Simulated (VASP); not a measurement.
# Mn (R-3) in VASP: relaxation of cell and atoms with PBE

Aim: the relaxation of cell and atoms of Mn with PBE.

Everything below comes from runs of VASP 6.6.1. Logs are shortened: lines on timing, memory, paths and dates and some standing lists are left out, and cuts for length are marked.

### Step 1. The cell of the first run

It takes space group R-3 (No. 148, trigonal). The conventional cell has a = 9.616 Å, b = 9.616 Å, c = 2.576 Å, α = 90.00°, β = 90.00°, γ = 120.00°. Within 3.1 Å of Mn (site symmetry 1) lie 11 Mn at 2.33 to 2.79 Å.

### Step 2. Relaxation of cell and atoms, PBE

The input, INCAR:

```
PREC = Accurate ; ENCUT = 600
EDIFF = 1E-7 ; ISMEAR = 0
SIGMA = 0.1 ; LREAL = F
LASPH = T ; NELM = 60
ALGO = Fast ; ISIF = 3
LWAVE = F ; LCHARG = F
GGA = PE ; IBRION = 2
NSW = 90 ; EDIFFG = -0.04
```

The input, KPOINTS:

```
Automatic mesh
0
Gamma
  9 9 9
```

The input, POSCAR:

```
Mn
1.0
    4.8082004006      2.7760157956      0.8587045628
   -4.8082004006      2.7760157956      0.8587045628
    0.0000000000     -5.5520315912      0.8587045628
Mn
6
Direct
    0.4601365873      0.2266286867      0.0556046492
    0.0556046492      0.4601365873      0.2266286867
    0.2266286867      0.0556046492      0.4601365873
    0.5398634127      0.7733713133      0.9443953508
    0.9443953508      0.5398634127      0.7733713133
    0.7733713133      0.9443953508      0.5398634127
```

Potentials or basis: VASP PAW PBE potentials, release 64 (Mn_pv).

Started as:

```console
> cat potpaw_PBE.64/Mn_pv/POTCAR > POTCAR
> mpirun -np 1 vasp_std > vasp.out
```

OUTCAR:

```text
PREC = Accurate
   ENCUT = 600
   EDIFF = 1E-7
   ISMEAR = 0
   LREAL = F
   LASPH = T
   NELM = 60
   ISIF = 3
   GGA = PE
   IBRION = 2
   NSW = 90
   EDIFFG = -0.04

 ion  position               nearest neighbor table
   1  0.460  0.227  0.056-   5 2.33   6 2.33   5 2.35   6 2.35   3 2.37   2 2.37   4 2.63   3 2.79
                             2 2.79
   2  0.056  0.460  0.227-   4 2.33   6 2.33   4 2.35   6 2.35   1 2.37   3 2.37   5 2.63   1 2.79
                             3 2.79
   3  0.227  0.056  0.460-   5 2.33   4 2.33   5 2.35   4 2.35   1 2.37   2 2.37   6 2.63   1 2.79
                             2 2.79
   4  0.540  0.773  0.944-   2 2.33   3 2.33   2 2.35   3 2.35   6 2.37   5 2.37   1 2.63   6 2.79
                             5 2.79
   5  0.944  0.540  0.773-   1 2.33   3 2.33   1 2.35   3 2.35   4 2.37   6 2.37   2 2.63   4 2.79
                             6 2.79
   6  0.773  0.944  0.540-   2 2.33   1 2.33   2 2.35   1 2.35   4 2.37   5 2.37   3 2.63   4 2.79
                             5 2.79

  LATTYP: Found a trigonal (rhomboedric) cell.
 ALAT       =     5.6180448838
 COS(alpha) =    -0.4649564261

  Lattice vectors:

 A1 = (   4.8082004006,   2.7760157956,   0.8587045628)
 A2 = (  -4.8082004006,   2.7760157956,   0.8587045628)
 A3 = (   0.0000000000,  -5.5520315912,   0.8587045628)

Analysis of symmetry for initial positions (statically):
=====================================================================
 Subroutine PRICEL returns:
 Original cell was already a primitive cell.

 Routine SETGRP: Setting up the symmetry group for a
 trigonal (rhombohedral) supercell.

 Subroutine GETGRP returns: Found  6 space group operations
 (whereof  6 operations were pure point group operations)
 out of a pool of 12 trial point group operations.

The static configuration has the point symmetry S_6 .

Analysis of symmetry for dynamics (positions and initial velocities):
=====================================================================
 Subroutine PRICEL returns:
 Original cell was already a primitive cell.

 Routine SETGRP: Setting up the symmetry group for a
 trigonal (rhombohedral) supercell.
[... 177 lines left out ...]
 -----------------------------------------------------------------------------
  energy-cutoff  :      600.00
  volume of cell :       68.77
      direct lattice vectors                 reciprocal lattice vectors
     4.808200401  2.776015796  0.858704563     0.103989010  0.060038083  0.388181626
    -4.808200401  2.776015796  0.858704563    -0.103989010  0.060038083  0.388181626
     0.000000000 -5.552031591  0.858704563     0.000000000 -0.120076166  0.388181626

 POSITION                                       TOTAL-FORCE (eV/Angst)
 -----------------------------------------------------------------------------------
      1.12275      1.59775      0.63748        -0.012378      0.004426      0.001117
     -1.94507      0.17346      0.63748         0.002356     -0.012933      0.001117
      0.82232     -1.77121      0.63748         0.010023      0.008507      0.001117
     -1.12275     -1.59775      1.93864         0.012378     -0.004426     -0.001117
      1.94507     -0.17346      1.93864        -0.002356      0.012933     -0.001117
     -0.82232      1.77121      1.93864        -0.010023     -0.008507     -0.001117
 -----------------------------------------------------------------------------------
    total drift:                               -0.000000      0.000000     -0.000000

  FREE ENERGIE OF THE ION-ELECTRON SYSTEM (eV)
  ---------------------------------------------------
  free  energy   TOTEN  =       -51.7842271105 eV

  energy  without entropy=      -51.7325306700  energy(sigma->0) =      -51.75837889

--------------------------------------- Ionic step        2  -------------------------------------------

 number of electron      77.9999994 magnetization

 Free energy of the ion-electron system (eV)
  ---------------------------------------------------
  ext. energy  EPLUGINS =         0.00000000
  ---------------------------------------------------
  free energy    TOTEN  =       -51.78542266 eV

  energy without entropy =      -51.73376978  energy(sigma->0) =      -51.75959622

 E-fermi :   9.7105     XC(G=0): -13.5322

 val. band max:        9.7093808495   @ k =  -0.4444   0.3333   0.2222
 cond. band min:       9.7107731938   @ k =   0.3333   0.1111   0.1111
 fundamental gap:      0.0013923443
 Fermi energy:         9.7104962990

 k-point     1 :       0.0000    0.0000    0.0000
  band No.  band energies     occupation
      1     -38.7375      2.00000
      2     -38.5862      2.00000
      3     -38.5840      2.00000
      4     -38.5840      2.00000
      5     -38.4911      2.00000
      6     -38.4911      2.00000
[... 1165 lines left out ...]
     45      10.7799      0.00000
     46      11.0942      0.00000

 [... further k-points ...]

------------------------ aborting loop because EDIFF is reached ----------------------------------------

  FORCE on cell =-STRESS in cart. coord.  units (eV):
  Direction    XX          YY          ZZ          XY          YZ          ZX
  --------------------------------------------------------------------------------------
  -------------------------------------------------------------------------------------
  Total        0.0561181      0.0561181     -0.1327392      0.0000003     -0.0000000      0.0000000
  in kB        1.3068186      1.3068186     -3.0910880      0.0000081     -0.0000000      0.0000000
  external PRESSURE =      -0.1591503 kB  Pullay stress =       0.0000000 kB

 VOLUME and BASIS-vectors are now :
 -----------------------------------------------------------------------------
  energy-cutoff  :      600.00
  volume of cell :       68.80
      direct lattice vectors                 reciprocal lattice vectors
     4.816269688  2.780674597  0.856221849     0.103814785  0.059937494  0.389307203
    -4.816269684  2.780674603  0.856221849    -0.103814785  0.059937494  0.389307203
    -0.000000003 -5.561349199  0.856221849    -0.000000000 -0.119874988  0.389307203

 POSITION                                       TOTAL-FORCE (eV/Angst)
 -----------------------------------------------------------------------------------
      1.12404      1.60065      0.63569         0.007196      0.025266      0.003014
     -1.94822      0.17312      0.63569        -0.025479     -0.006401      0.003014
      0.82418     -1.77377      0.63569         0.018283     -0.018865      0.003014
     -1.12404     -1.60065      1.93298        -0.007196     -0.025266     -0.003014
      1.94822     -0.17312      1.93298         0.025479      0.006401     -0.003014
     -0.82418      1.77377      1.93298        -0.018283      0.018865     -0.003014
 -----------------------------------------------------------------------------------
    total drift:                                0.000000     -0.000000      0.000000

  FREE ENERGIE OF THE ION-ELECTRON SYSTEM (eV)
  ---------------------------------------------------
  free  energy   TOTEN  =       -51.7854226597 eV

  energy  without entropy=      -51.7337697799  energy(sigma->0) =      -51.75959622

 reached required accuracy - stopping structural energy minimisation
```

OSZICAR:

```text
N       E                     dE             d eps       ncg     rms          rms(c)
DAV:   1     0.110269716933E+04    0.11027E+04   -0.48639E+04 11724   0.261E+03
DAV:   2     0.297406490550E+02   -0.10730E+04   -0.10516E+04 11500   0.721E+02
DAV:   3    -0.569604121547E+02   -0.86701E+02   -0.82737E+02 13798   0.207E+02
[... 25 lines left out ...]
RMM:   6    -0.517854189008E+02    0.93389E-06   -0.47401E-05 13165   0.430E-02    0.136E-02
RMM:   7    -0.517854216308E+02   -0.27301E-05   -0.27491E-05 13348   0.258E-02    0.533E-03
RMM:   8    -0.517854223549E+02   -0.72409E-06   -0.89473E-06 15459   0.131E-02    0.322E-03
RMM:   9    -0.517854225923E+02   -0.23732E-06   -0.16066E-06  9828   0.431E-03    0.180E-03
RMM:  10    -0.517854226597E+02   -0.67466E-07   -0.43405E-07  7848   0.276E-03
   2 F= -.51785423E+02 E0= -.51759596E+02  d E =-.119555E-02
```

CONTCAR:

```text
Mn
   1.00000000000000
     4.8162696877679965    2.7806745967885003    0.8562218494513191
    -4.8162696843644381    2.7806746026836362    0.8562218494513191
    -0.0000000034035583   -5.5613491994721365    0.8562218494513191
  Mn
     6
Direct
     0.4601082170476571    0.2267245147534110    0.0555999172907919
     0.0555999172907919    0.4601082170476571    0.2267245147534110
     0.2267245147534110    0.0555999172907919    0.4601082170476571
     0.5398917829523429    0.7732754852465891    0.9444000827092081
     0.9444000827092081    0.5398917829523429    0.7732754852465891
     0.7732754852465891    0.9444000827092081    0.5398917829523429

  0.00000000E+00  0.00000000E+00  0.00000000E+00
  0.00000000E+00  0.00000000E+00  0.00000000E+00
  0.00000000E+00  0.00000000E+00  0.00000000E+00
  0.00000000E+00  0.00000000E+00  0.00000000E+00
  0.00000000E+00  0.00000000E+00  0.00000000E+00
  0.00000000E+00  0.00000000E+00  0.00000000E+00
```

Run time: 51 min. Hardware: 1 thread of Oxide Virtual Turin-like, shared host; peak memory 0.52 GiB.

What came out:

| Quantity | Value |
| --- | --- |
| Free energy | -51.7854 eV |
| Relaxed volume | 11.47 Å³/atom |
| Relaxed cell | a = 5.627 Å, b = 5.627 Å, c = 5.627 Å, α = 117.73°, β = 117.73°, γ = 117.73° |
| Space group after relaxing (to 0.1 Å) | R-3 (No. 148) |
| Energy gained by relaxing | 0.2 meV/atom |
| Ionic steps | 2 |
| Pressure after relaxing | 0.0 GPa |
| Largest force after relaxing | 0.026 eV/Å |
| Band gap on the k mesh | zero (bands 39 and 40 overlap by 0.92 eV) |

Forces in eV/Å, atoms in the order of the input:
```
Mn   0.007  0.025  0.003
Mn  -0.025 -0.006  0.003
Mn   0.018 -0.019  0.003
Mn  -0.007 -0.025 -0.003
Mn   0.025  0.006 -0.003
Mn  -0.018  0.019 -0.003
```

Stress tensor (GPa, compression positive):
```
 0.13  0.00  0.00
 0.00  0.13  0.00
 0.00  0.00 -0.31
```

The path:
| step | energy change (eV) | largest force (eV/Å) | pressure (GPa) | volume (Å³) |
| --- | --- | --- | --- | --- |
| 1 | 0.0000 | 0.0132 | 0.04 | 68.77 |
| 2 | -0.0012 | 0.0264 | -0.02 | 68.80 |

Final structure:
```
Mn
1.0
     4.81627    2.78067    0.85622
    -4.81627    2.78067    0.85622
     0.00000   -5.56135    0.85622
Mn
6
Direct
  0.46011 0.22672 0.05560
  0.05560 0.46011 0.22672
  0.22672 0.05560 0.46011
  0.53989 0.77328 0.94440
  0.94440 0.53989 0.77328
  0.77328 0.94440 0.53989
```

Caveat: the run has no spin polarisation, though such a crystal can be magnetic. Spin polarisation is off, so any magnetic state and its effect on volume and gap are missing.
